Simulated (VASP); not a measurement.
# Si (a cell with a defect) in VASP: further runs

Runs on Si (a cell with a defect). Level: LDA. Tasks: single point.

Everything below comes from runs of VASP 6.6.1. Logs are shortened: lines on timing, memory, paths and dates and some standing lists are left out, and cuts for length are marked.

## (1) The cell of the first run

The cell holds a defect, 17 atoms: a = 7.679 Å, b = 7.679 Å, c = 7.679 Å, α = 60.00°, β = 60.00°, γ = 60.00°.

## (2) Single point, LDA

INCAR reads:

```
SYSTEM = Si
PREC     = Accurate       ! precision mode
ENCUT    = 520            ! plane-wave cutoff, eV
EDIFF    = 1E-7           ! SCF threshold, eV
ISMEAR   = 0              ! smearing method
SIGMA    = 0.05           ! smearing width, eV
LREAL    = Auto         
LASPH    = .TRUE.         ! aspherical terms in the spheres
NELM     = 100            ! most SCF steps
ALGO     = Normal         ! electronic algorithm
ISIF     = 2              ! what is computed and relaxed
LWAVE    = .FALSE.        ! write WAVECAR
LCHARG   = .FALSE.        ! write CHGCAR
GGA      = CA             ! functional
NBANDS   = 48             ! bands
```

KPOINTS reads:

```
Automatic mesh
0
G
  2 2 2
  0 0 0
```

POSCAR reads:

```
Si
1.0
    0.0000000000      5.4300000000      5.4300000000
    5.4300000000      0.0000000000      5.4300000000
    5.4300000000      5.4300000000      0.0000000000
Si
17
Direct
    0.0125746777     -0.0376717311      0.0126708103
    0.1175822284      0.1202790976      0.1181547882
   -0.0115639963      0.0047671271      0.5035627072
    0.1175715470      0.1204560773      0.6443958564
   -0.0044907919      0.4991377532     -0.0041769797
    0.1362837017      0.5906617864      0.1365754144
   -0.0046096685      0.4991286372      0.5094906998
    0.1194313076      0.6328430939      0.6236896869
    0.5032192449      0.0047383978     -0.0111895948
    0.6442325967      0.1204176796      0.1179283610
    0.5032145488      0.0045173112      0.5035751381
    0.6176360958      0.1464872928      0.6179917127
    0.5092162983      0.4991494475     -0.0043188766
    0.6233917127      0.6328143646      0.1197990792
    0.4931465930      0.5202143646      0.4935154696
    0.6236348066      0.6328296501      0.6239077348
    0.2670291897      0.1997509208      0.2670487109
```

Potentials or basis: VASP PAW LDA potentials, release 64 (Si).

Launch:

```
> cat potpaw_LDA.64/Si/POTCAR > POTCAR
> mpirun -np 1 vasp_std > vasp.out
```

OUTCAR:

```text
SYSTEM = Si
   PREC = Accurate
   ENCUT = 520
   EDIFF = 1E-7
   ISMEAR = 0
   LREAL = Auto
   LASPH = .TRUE.
   NELM = 100
   ISIF = 2
   GGA = CA

 ion  position               nearest neighbor table
   1  0.013  0.962  0.013-   4 2.32  10 2.32   2 2.32   6 2.33
   2  0.118  0.120  0.118-   1 2.32   5 2.38  17 2.39   3 2.42   9 2.42
   3  0.988  0.005  0.504-  12 2.33   8 2.33   2 2.42   4 2.42  17 2.59
   4  0.118  0.120  0.644-   1 2.32   7 2.37  17 2.39  11 2.42   3 2.42
   5  0.996  0.499  0.996-  14 2.33   8 2.33   6 2.35   2 2.38  17 2.95
   6  0.136  0.591  0.137-   1 2.33   7 2.35  13 2.35   5 2.35  17 2.45
   7  0.995  0.499  0.509-  16 2.33   8 2.33   6 2.35   4 2.37  17 2.95
   8  0.119  0.633  0.624-   3 2.33   7 2.33   5 2.33  15 2.34
   9  0.503  0.005  0.989-  12 2.33  14 2.33   2 2.42  10 2.42  17 2.59
  10  0.644  0.120  0.118-   1 2.32  13 2.38  17 2.39  11 2.42   9 2.42
  11  0.503  0.005  0.504-  12 2.33  16 2.33   4 2.42  10 2.42  17 2.59
  12  0.618  0.146  0.618-   3 2.33   9 2.33  11 2.33  15 2.34
  13  0.509  0.499  0.996-  16 2.33  14 2.33   6 2.35  10 2.38  17 2.95
  14  0.623  0.633  0.120-   9 2.33  13 2.33   5 2.33  15 2.34
  15  0.493  0.520  0.494-  16 2.34  12 2.34   8 2.34  14 2.34
  16  0.624  0.633  0.624-  11 2.33   7 2.33  13 2.33  15 2.34
  17  0.267  0.200  0.267-  10 2.39   4 2.39   2 2.39   6 2.45  11 2.59   9 2.59   3 2.59  13 2.95
                             7 2.95   5 2.95

  LATTYP: Found a face centered cubic cell.
 ALAT       =    10.8600000000

  Lattice vectors:

 A1 = (   0.0000000000,   5.4300000000,   5.4300000000)
 A2 = (   5.4300000000,   0.0000000000,   5.4300000000)
 A3 = (   5.4300000000,   5.4300000000,   0.0000000000)

Analysis of symmetry for initial positions (statically):
=====================================================================
 Subroutine PRICEL returns:
 Original cell was already a primitive cell.

 Routine SETGRP: Setting up the symmetry group for a
 face centered cubic supercell.

 Subroutine GETGRP returns: Found  1 space group operations
 (whereof  1 operations were pure point group operations)
 out of a pool of 48 trial point group operations.

The static configuration has the point symmetry C_1 .

Analysis of symmetry for dynamics (positions and initial velocities):
=====================================================================
 Subroutine PRICEL returns:
 Original cell was already a primitive cell.

 Routine SETGRP: Setting up the symmetry group for a
 face centered cubic supercell.

 Subroutine GETGRP returns: Found  1 space group operations
 (whereof  1 operations were pure point group operations)
 out of a pool of 48 trial point group operations.

The dynamic configuration has the point symmetry C_1 .

 Subroutine INISYM returns: Found  1 space group operations
 (whereof  1 operations are pure point group operations),
 and found     1 'primitive' translations

----------------------------------------------------------------------------------------

                                     Primitive cell

  volume of cell :     320.2060

  direct lattice vectors                    reciprocal lattice vectors
     0.000000000  5.430000000  5.430000000    -0.092081031  0.092081031  0.092081031
     5.430000000  0.000000000  5.430000000     0.092081031 -0.092081031  0.092081031
     5.430000000  5.430000000  0.000000000     0.092081031  0.092081031 -0.092081031

  length of vectors
     7.679179644  7.679179644  7.679179644     0.159489025  0.159489025  0.159489025

  position of ions in fractional coordinates (direct lattice)
     0.012574678  0.962328269  0.012670810
     0.117582228  0.120279098  0.118154788
     0.988436004  0.004767127  0.503562707
     0.117571547  0.120456077  0.644395856
     0.995509208  0.499137753  0.995823020
     0.136283702  0.590661786  0.136575414
[... 9 lines left out ...]
     0.623634807  0.632829650  0.623907735
     0.267029190  0.199750921  0.267048711

  ion indices of the primitive-cell ions
   primitive index   ion index
                 1           1
                 2           2
                 3           3
                 4           4
                 5           5
                 6           6
[... 9 lines left out ...]
                16          16
                17          17

----------------------------------------------------------------------------------------

 KPOINTS: Automatic mesh

Automatic generation of k-mesh.
 Grid dimensions read from file:
 generate k-points for:    2    2    2

 Generating k-lattice:

  Cartesian coordinates                     Fractional coordinates (reciprocal lattice)
    -0.046040516  0.046040516  0.046040516     0.500000000  0.000000000  0.000000000
     0.046040516 -0.046040516  0.046040516     0.000000000  0.500000000  0.000000000
     0.046040516  0.046040516 -0.046040516     0.000000000  0.000000000  0.500000000

  Length of vectors
     0.079744512  0.079744512  0.079744512

  Shift w.r.t. Gamma in fractional coordinates (k-lattice)
     0.000000000  0.000000000  0.000000000

 Subroutine IBZKPT returns following result:
 ===========================================

 Found      8 irreducible k-points:

 Following reciprocal coordinates:
            Coordinates               Weight
  0.000000  0.000000  0.000000      1.000000
  0.500000  0.000000  0.000000      1.000000
  0.000000  0.500000  0.000000      1.000000
  0.000000  0.000000  0.500000      1.000000
  0.500000  0.500000  0.500000      1.000000
  0.500000  0.500000  0.000000      1.000000
  0.000000  0.500000  0.500000      1.000000
  0.500000  0.000000  0.500000      1.000000
   k-points           NKPTS =      8   k-points in BZ     NKDIM =      8   number of bands    NBANDS=     48
   number of dos      NEDOS =    301   number of ions     NIONS =     17
   total plane-waves  NPLWV = 216000
   dimension x,y,z NGX =    60 NGY =   60 NGZ =   60
   dimension x,y,z NGXF=   120 NGYF=  120 NGZF=  120
   ions per type =              17
   NGX,Y,Z   is equivalent  to a cutoff of  12.99, 12.99, 12.99 a.u.
   NGXF,Y,Z  is equivalent  to a cutoff of  25.98, 25.98, 25.98 a.u.
 SYSTEM =  Si
   PREC   = accura    normal or accurate (medium, high low for compatibility)
   ISTART =      0    job   : 0-new  1-cont  2-samecut
   ICHARG =      2    charge: 1-file 2-atom 10-const
   ISPIN  =      1    spin polarized calculation?
   LNONCOLLINEAR =      F non collinear calculations
   LSORBIT =      F    spin-orbit coupling
   LASPH  =      T    aspherical Exc in radial PAW
   ENCUT  =  520.0 eV  38.22 Ry    6.18 a.u.  14.28 14.28 14.28*2*pi/ulx,y,z
   NELM   =    100;   NELMIN=  2; NELMDL= -5     # of ELM steps
   EDIFF  = 0.1E-06   stopping-criterion for ELM
   LREAL  =      T    real-space projection
   EDIFFG = 0.1E-05   stopping-criterion for IOM
   NSW    =      0    number of steps for IOM
   IBRION =     -1    ionic relax: 0-MD 1-quasi-New 2-CG
   NFREE  =      0    steps in history (QN), initial steepest desc. (CG)
   ISIF   =      2    stress and relaxation
   ISYM   =      2    0-nonsym 1-usesym 2-fastsym
   POTIM  = 0.5000    time-step for ionic-motion
   TEBEG  =    0.0;   TEEND  =   0.0 temperature during run
   PSTRESS=    0.0 pullay stress
   NELECT =      68.0000    total number of electrons
   NUPDOWN=      -1.0000    fix difference up-down
   EMIN   =  10.00;   EMAX   =-10.00  energy-range for DOS
   EFERMI =   0.00;   METHOD = LEGACY
   ISMEAR =     0;   SIGMA  =   0.05  broadening in eV -4-tet -1-fermi 0-gaus
   EFERMI_NEDOS =   21; number of points for ismear=-14 and -15
   IALGO  =     38    algorithm
   IMIX   =      4    mixing-type and parameters
     AMIX     =   0.40;   BMIX     =  1.00
     AMIX_MAG =   1.60;   BMIX_MAG =  1.00
  volume/ion in A,a.u.               =      18.84       127.11
  Fermi-wavevector in a.u.,A,eV,Ry     =   0.976715  1.845724 12.979587  0.953973
  Thomas-Fermi vector in A             =   2.107356
   LORBIT       =      0    0 simple, 1 ext, 2 COOP (PROOUT), +10 PAW based schemes
   GGA     = CA    functional components
   LHFCALC =     F    Hartree Fock is set to
   AEXX    =    0.0000 exact exchange contribution
   IVDW    =     0    specifies the selected vdW correction
   LEPSILON=     F    determine dielectric tensor
   LRPA    =     F    only Hartree local field effects (RPA)
 non-spin polarized calculation
 Gauss-broadening in eV      SIGMA  =   0.05
  energy-cutoff  :      520.00
  volume of cell :      320.21
 maximum number of plane-waves:      8646
 NGX is ok and might be reduce to    60
   NGX = 29   NGY = 29   NGZ = 29

 number of electron      68.0000000 magnetization

 Free energy of the ion-electron system (eV)
  ---------------------------------------------------
  ext. energy  EPLUGINS =         0.00000000
  ---------------------------------------------------
  free energy    TOTEN  =       -97.45106349 eV

  energy without entropy =      -97.44079526  energy(sigma->0) =      -97.44592937

 E-fermi :   6.7673     XC(G=0):  -9.8540

 val. band max:        6.6503673526   @ k =   0.0000   0.0000   0.0000
 cond. band min:       6.7828271362   @ k =   0.5000   0.5000   0.0000
 fundamental gap:      0.1324597835
 Fermi energy:         6.7673087103

 k-point     1 :       0.0000    0.0000    0.0000
  band No.  band energies     occupation
      1      -6.3444      2.00000
      2      -3.8685      2.00000
      3      -3.6764      2.00000
      4      -3.6754      2.00000
      5      -3.5683      2.00000
      6      -2.7900      2.00000
[... 38 lines left out ...]
     45       8.1187      0.00000
     46       8.8361      0.00000

 k-point     2 :       0.5000    0.0000    0.0000
  band No.  band energies     occupation
      1      -5.9293      2.00000
      2      -5.0124      2.00000
      3      -3.6382      2.00000
      4      -3.4910      2.00000
      5      -3.3634      2.00000
      6      -3.0059      2.00000
[... 286 lines left out ...]
 k-point     8 :       0.5000    0.0000    0.5000
  band No.  band energies     occupation
      1      -5.8033      2.00000
      2      -4.7548      2.00000
      3      -4.0511      2.00000
      4      -3.9262      2.00000
      5      -3.8878      2.00000
      6      -3.6679      2.00000
[... 38 lines left out ...]
     45      10.0381      0.00000
     46      10.2032      0.00000
 [bands above 46 left out]

------------------------ aborting loop because EDIFF is reached ----------------------------------------

  FORCE on cell =-STRESS in cart. coord.  units (eV):
  Direction    XX          YY          ZZ          XY          YZ          ZX
  --------------------------------------------------------------------------------------
  -------------------------------------------------------------------------------------
  Total        2.9485902      2.9648344      2.9380832      0.5153460      0.5143587     -0.5624353
  in kB       14.7535156     14.8347948     14.7009426      2.5785764      2.5736364     -2.8141917
  external PRESSURE =      14.7630843 kB  Pullay stress =       0.0000000 kB

 VOLUME and BASIS-vectors are now :
 -----------------------------------------------------------------------------
  energy-cutoff  :      520.00
  volume of cell :      320.21
      direct lattice vectors                 reciprocal lattice vectors
     0.000000000  5.430000000  5.430000000    -0.092081031  0.092081031  0.092081031
     5.430000000  0.000000000  5.430000000     0.092081031 -0.092081031  0.092081031
     5.430000000  5.430000000  0.000000000     0.092081031  0.092081031 -0.092081031

 POSITION                                       TOTAL-FORCE (eV/Angst)
 -----------------------------------------------------------------------------------
      5.29425      0.13708      5.29372         0.068302     -0.056460      0.065253
      1.29470      1.28005      1.29159         0.015840      0.086992      0.022719
      2.76023      8.10155      5.39309        -0.025338      0.026661     -0.032236
      4.15315      4.13748      1.29249        -0.091942     -0.015852      0.002611
      8.11764     10.81293      8.11593        -0.000734      0.031197     -0.001774
      3.94890      1.48163      3.94731         0.083655     -0.099009      0.085810
[... 9 lines left out ...]
      6.82408      6.77416      6.82260        -0.022553      0.023318     -0.024485
      2.53472      2.90004      2.53462         0.161659     -0.189989      0.158511
 -----------------------------------------------------------------------------------
    total drift:                               -0.001690     -0.001969      0.001037

  FREE ENERGIE OF THE ION-ELECTRON SYSTEM (eV)
  ---------------------------------------------------
  free  energy   TOTEN  =       -97.4510634885 eV

  energy  without entropy=      -97.4407952584  energy(sigma->0) =      -97.44592937
```

Wall time 6.7 min (1 thread of Intel Xeon 8259CL, shared host); peak memory 0.38 GiB.

What came out:

| Property | Result |
| --- | --- |
| Free energy | -97.4511 eV |
| Pressure | 1.5 GPa |
| Largest force | 0.296 eV/Å |
| Band gap on the k mesh | zero (bands 34 and 35 overlap by 0.14 eV) |

Forces on the atoms (eV/Å):
```
Si   0.068 -0.056  0.065
Si   0.016  0.087  0.023
Si  -0.025  0.027 -0.032
Si  -0.092 -0.016  0.003
Si  -0.001  0.031 -0.002
Si   0.084 -0.099  0.086
Si  -0.034  0.008  0.013
Si  -0.010  0.032 -0.028
Si  -0.031  0.025 -0.028
Si   0.000 -0.016 -0.089
Si  -0.012  0.034 -0.012
Si  -0.038  0.044 -0.039
Si   0.013  0.010 -0.034
Si  -0.027  0.030 -0.010
Si  -0.051  0.026 -0.050
Si  -0.023  0.023 -0.024
Si   0.162 -0.190  0.159
```

Levels at points of the mesh, in eV from the Fermi level:
| k point | band 31 | band 32 | band 33 | band 34 | band 35 | band 36 | band 37 | band 38 |
| --- | --- | --- | --- | --- | --- | --- | --- | --- |
| (0.00, 0.00, 0.00) | -0.81 | -0.73 | -0.73 | -0.41 | -0.12 | -0.12 | 0.07 | 0.08 |
| (0.50, 0.00, 0.00) | -1.39 | -1.37 | -1.18 | -0.24 | 0.30 | 0.75 | 0.81 | 0.89 |
| (0.00, 0.50, 0.00) | -1.49 | -1.32 | -1.32 | -0.34 | 0.43 | 0.44 | 1.02 | 1.02 |
| (0.00, 0.00, 0.50) | -1.39 | -1.37 | -1.18 | -0.24 | 0.30 | 0.75 | 0.81 | 0.89 |
| (0.50, 0.50, 0.50) | -1.38 | -1.36 | -1.19 | -0.23 | 0.29 | 0.75 | 0.81 | 0.90 |
| (0.50, 0.50, 0.00) | -1.93 | -1.77 | -0.91 | 0.02 | 0.58 | 1.10 | 1.20 | 1.22 |
| (0.00, 0.50, 0.50) | -1.93 | -1.77 | -0.91 | 0.02 | 0.58 | 1.10 | 1.19 | 1.22 |
| (0.50, 0.00, 0.50) | -1.92 | -1.78 | -0.91 | 0.02 | 0.58 | 1.09 | 1.20 | 1.22 |

Caveat: the k points lie up to 0.50 Å⁻¹ apart.

## (3) Single point, LDA

INCAR reads:

```
PREC     = Accurate       # precision mode
ENCUT    = 520            # plane-wave cutoff, eV
EDIFF    = 1E-7           # SCF threshold, eV
ISMEAR   = 0              # smearing method
SIGMA    = 0.05           # smearing width, eV
LREAL    = Auto         
LASPH    = T              # aspherical terms in the spheres
NELM     = 60             # most SCF steps
ALGO     = Normal         # electronic algorithm
ISIF     = 2              # what is computed and relaxed
LWAVE    = F              # write WAVECAR
LCHARG   = T              # write CHGCAR
LELF     = T              # ELF
LVHAR    = T            
NBANDS   = 48             # bands
```

KPOINTS reads:

```
Automatic mesh
0
Gamma
  2 2 2
```

POSCAR reads:

```
Si
1.0
    0.0000000000      5.4300000000      5.4300000000
    5.4300000000      0.0000000000      5.4300000000
    5.4300000000      5.4300000000      0.0000000000
Si
17
Direct
    0.0201949355     -0.0619227440      0.0207034070
    0.1068931860      0.1253397790      0.1068425414
   -0.0117929098      0.0099087477      0.5012531308
    0.1085299263      0.1248487109      0.6605413444
   -0.0074654696      0.4991932781     -0.0071748619
    0.1475004604      0.5565269797      0.1478730203
   -0.0071540516      0.4986625230      0.5153186924
    0.1185383978      0.6376868324      0.6217093002
    0.5009103131      0.0099677716     -0.0113611418
    0.6598912523      0.1245627072      0.1089277164
    0.5008538674      0.0098232965      0.5011487109
    0.6142000921      0.1571232965      0.6146085635
    0.5149779926      0.4985582873     -0.0067794659
    0.6213686924      0.6376732965      0.1189567219
    0.4898036832      0.5298815838      0.4902661142
    0.6216382136      0.6376221915      0.6219529466
    0.2879109576      0.1327954880      0.2890695212
```

Potentials or basis: VASP PAW LDA potentials, release 64 (Si).

Launch:

```
> cat potpaw_LDA.64/Si/POTCAR > POTCAR
> mpirun -np 1 vasp_std > vasp.out
```

It took 6.8 min on 1 thread of Intel Xeon 8259CL, shared host; peak memory 0.38 GiB.

The run converged. Its results:

```
Free energy            : -97.2710 eV
Pressure               : 0.9 GPa
Largest force          : 0.068 eV/Å
Band gap on the k mesh : zero (bands 34 and 35 overlap by 0.05 eV)
```

Forces on the atoms (eV/Å):
```
Si  -0.006  0.016 -0.007
Si  -0.003 -0.015 -0.001
Si  -0.009  0.009  0.010
Si   0.004 -0.008 -0.014
Si  -0.007 -0.006 -0.010
Si  -0.018  0.018 -0.017
Si   0.008  0.005  0.003
Si   0.008  0.002  0.001
Si   0.009  0.010 -0.013
Si  -0.008 -0.014  0.005
Si  -0.002 -0.009 -0.002
Si  -0.013  0.011 -0.015
Si   0.001  0.011  0.007
Si  -0.001 -0.002  0.007
Si  -0.003 -0.008  0.000
Si   0.003  0.004 -0.002
Si   0.037 -0.024  0.052
```

Stress tensor (GPa, compression positive):
```
 0.92  0.54 -0.55
 0.54  0.90  0.54
-0.55  0.54  0.92
```

Levels at points of the mesh, in eV from the Fermi level:
| k point | band 31 | band 32 | band 33 | band 34 | band 35 | band 36 | band 37 | band 38 |
| --- | --- | --- | --- | --- | --- | --- | --- | --- |
| (0.00, 0.00, 0.00) | -1.13 | -0.65 | -0.64 | -0.43 | -0.05 | -0.03 | 0.24 | 0.24 |
| (0.50, 0.00, 0.00) | -1.31 | -1.28 | -0.85 | -0.16 | 0.20 | 0.70 | 0.93 | 1.04 |
| (0.00, 0.50, 0.00) | -1.32 | -1.22 | -1.22 | -0.20 | 0.39 | 0.42 | 1.17 | 1.18 |
| (0.00, 0.00, 0.50) | -1.31 | -1.28 | -0.85 | -0.15 | 0.20 | 0.70 | 0.93 | 1.04 |
| (0.50, 0.50, 0.50) | -1.32 | -1.28 | -0.85 | -0.14 | 0.20 | 0.70 | 0.92 | 1.05 |
| (0.50, 0.50, 0.00) | -1.82 | -1.65 | -0.72 | 0.01 | 0.44 | 1.32 | 1.46 | 1.57 |
| (0.00, 0.50, 0.50) | -1.82 | -1.65 | -0.72 | 0.01 | 0.44 | 1.31 | 1.46 | 1.57 |
| (0.50, 0.00, 0.50) | -1.83 | -1.64 | -0.71 | 0.01 | 0.44 | 1.32 | 1.47 | 1.58 |

Caveat: the k points lie up to 0.50 Å⁻¹ apart.

(Continued in part 2 of 2.)
